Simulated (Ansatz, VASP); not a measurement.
Si: VASP beside Ansatz

POSCAR

```
Si
1.0
    0.0000000000      0.0000000000      2.4937990725
    2.6290009028      0.0000000000      0.0000000000
   -0.0000000001      4.5535631368      0.0000000000
Si
2
Direct
    0.0000000000      0.0000000000     -0.0576471638
    0.0000000000      0.5000000000      0.5576471638
```

The input INCAR.step1:

```
SYSTEM = Si
PREC = Accurate
ENCUT = 520
ISMEAR = 0
SIGMA = 0.15
LREAL = .FALSE.
LASPH = .TRUE.
NELM = 80
NBANDS = 11
GGA = PE
ALGO = Normal
EDIFF = 1E-4
LWAVE = .TRUE.
LCHARG = .FALSE.
```

File INCAR.step2:

```
SYSTEM = Si
PREC = Accurate
ENCUT = 520
EDIFF = 1E-7
ISMEAR = 0
SIGMA = 0.15
LREAL = .FALSE.
LASPH = .TRUE.
NELM = 80
ALGO = Normal
ISIF = 2
LWAVE = .FALSE.
LCHARG = .TRUE.
METAGGA = R2SCAN
LMIXTAU = .TRUE.
LELF = .TRUE.
LVHAR = .TRUE.
NBANDS = 11
ISTART = 1
```

KPOINTS

```
regular mesh
0
G
  24 22 14
  0 0 0
```

Input for Ansatz:

```yaml
crystal:
  lattice:
    - [0.0, 0.0, 2.4937990725]
    - [2.6290009028, 0.0, 0.0]
    - [-1.0e-10, 4.5535631368, 0.0]
  atoms:
    - { symbol: Si, position: [0.0, 0.0, -0.0576471638] }
    - { symbol: Si, position: [0.0, 0.5, 0.5576471638] }
basis:
  ecutwfc: 500
kpoints:
  mp_grid: { grid: [24, 22, 14] }
hamiltonian:
  xc: r2scan
scf:
  occupations: { method: gaussian, width: 0.15 }
output:
  forces: true
  stress: true
  eigenvalues: true
```

Change from the starting cell: mode 6 (284.8 1/cm) frozen in, largest displacement +0.263 Å.

Alike in both runs: task single point; functional r2SCAN; k mesh 24 × 22 × 14; occupations gaussian, width 0.15 eV; no spin polarisation.

|  | VASP | Ansatz |
| --- | --- | --- |
| version | VASP 6.6.1 | Ansatz 0.2.0 |
| potentials or method | VASP PAW PBE potentials, release 64 (Si), cutoff 520 eV | scalar-relativistic, plane waves, PAW |
| valence electrons in the cell | 8 | 8 |

|  | VASP | Ansatz | Ansatz less VASP |
| --- | --- | --- | --- |
| gap on the k mesh at the Fermi level (eV) | none | none | - |
| pressure (GPa) | 19.1 | 19.3 | +0.12 |
| traceless stress, the component that is largest in VASP (GPa) | -19.21 | -19.23 | -0.017 |
| rms of the force components (eV/Å) | 2.499 | 2.515 | +0.0156 |

VASP's potentials were made for PBE, not for r2SCAN. Atom by atom the forces differ by 0.016 eV/Å (rms over components). A gap of «none» marks a metal or a gap that the smearing closes.
